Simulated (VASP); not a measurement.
Write the native input for VASP 6.6.1 that does the following.

```yaml
Task: single point
Functional: r2SCAN
Potentials_or_basis: VASP PAW PBE potentials, release 64 (Te, Pt)
Cutoff: 440 eV
k_mesh: 12 × 12 × 1
Occupations: gaussian, width 0.1 eV
Spin: no spin polarisation
Dipole_correction: yes
Further_INCAR_settings: ALGO = Normal; EDIFF = 1e-06; NBANDS = 56
```

Te2Pt, a slab with vacuum:

```
Te Pt
1.0
     4.03366    0.00000    0.00000
    -2.01683    3.49325    0.00000
     0.00000    0.00000   62.00699
Te Pt
8 4
Direct
  0.66667 0.33333 0.35376
  0.33333 0.66667 0.39803
  0.66667 0.33333 0.43666
  0.33333 0.66667 0.48083
  0.66667 0.33333 0.51917
  0.33333 0.66667 0.56334
  0.66667 0.33333 0.60197
  0.33333 0.66667 0.64624
  0.00000 0.00000 0.37625
  0.00000 0.00000 0.45869
  0.00000 0.00000 0.54131
  0.00000 0.00000 0.62375
```

One way to write it, as run:

POSCAR

```
Te2Pt
1.0
    4.0336594709      0.0000000000      0.0000000000
   -2.0168297355      3.4932515720      0.0000000000
    0.0000000000      0.0000000000     62.0069878260
Te Pt
8 4
Direct
    0.6666666667      0.3333333333      0.3537635891
    0.3333333333      0.6666666667      0.3980284601
    0.6666666667      0.3333333333      0.4366583776
    0.3333333333      0.6666666667      0.4808287450
    0.6666666667      0.3333333333      0.5191712550
    0.3333333333      0.6666666667      0.5633416224
    0.6666666667      0.3333333333      0.6019715399
    0.3333333333      0.6666666667      0.6462364109
    0.0000000000      0.0000000000      0.3762473730
    0.0000000000      0.0000000000      0.4586945921
    0.0000000000      0.0000000000      0.5413054079
    0.0000000000      0.0000000000      0.6237526270
```

INCAR.step1

```
SYSTEM = Te2Pt
PREC = Accurate
ENCUT = 440
ISMEAR = 0
SIGMA = 0.1
LREAL = .False.
LASPH = .True.
NELM = 120
LDIPOL = .True.
IDIPOL = 3
DIPOL = 0.5 0.5 0.500
NBANDS = 56
GGA = PE
ALGO = Normal
EDIFF = 1E-5
LWAVE = .True.
LCHARG = .False.
GGA_COMPAT = .False.
NELMDL = -8
KPAR = 4
```

INCAR.step2

```
SYSTEM = Te2Pt
PREC = Accurate
ENCUT = 440
EDIFF = 1E-6
ISMEAR = 0
SIGMA = 0.1
LREAL = .False.
LASPH = .True.
NELM = 120
ALGO = Normal
ISIF = 2
LWAVE = .False.
LCHARG = .True.
LDIPOL = .True.
IDIPOL = 3
DIPOL = 0.5 0.5 0.500
METAGGA = R2SCAN
LMIXTAU = .True.
LVHAR = .True.
LVACPOTAV = .True.
NBANDS = 56
ISTART = 1
GGA_COMPAT = .False.
KPAR = 4
```

KPOINTS

```
regular mesh
0
Gamma
  12 12 1
  0 0 0
```

Potentials or basis: VASP PAW PBE potentials, release 64 (Te, Pt).

The run is started by

```bash
$ cat potpaw_PBE.64/Te/POTCAR potpaw_PBE.64/Pt/POTCAR > POTCAR
$ cp INCAR.step1 INCAR
$ mpirun -np 4 vasp_std > vasp.out
$ cp INCAR.step2 INCAR
$ mpirun -np 4 vasp_std > vasp.out
```

It gave:

| Item | Value |
| --- | --- |
| Largest force | 0.248 eV/Å |
| Band gap on the k mesh | zero (bands 44 and 45 overlap by 1.05 eV) |
| Work function of the upper face | 4.47 eV |
| Work function of the lower face | 4.47 eV |

Caveat: the PAW data sets were made with another functional, which shifts forces and pressure a little; spin-orbit coupling is left out, which moves the levels of the heavy elements.

Run time: 52 min on 4 MPI ranks on Intel(R) Xeon(R) Platinum 8259CL CPU @ 2.50GHz (Skylake/Cascade Lake), with other jobs on the host, peak memory 1.2 GiB a rank.
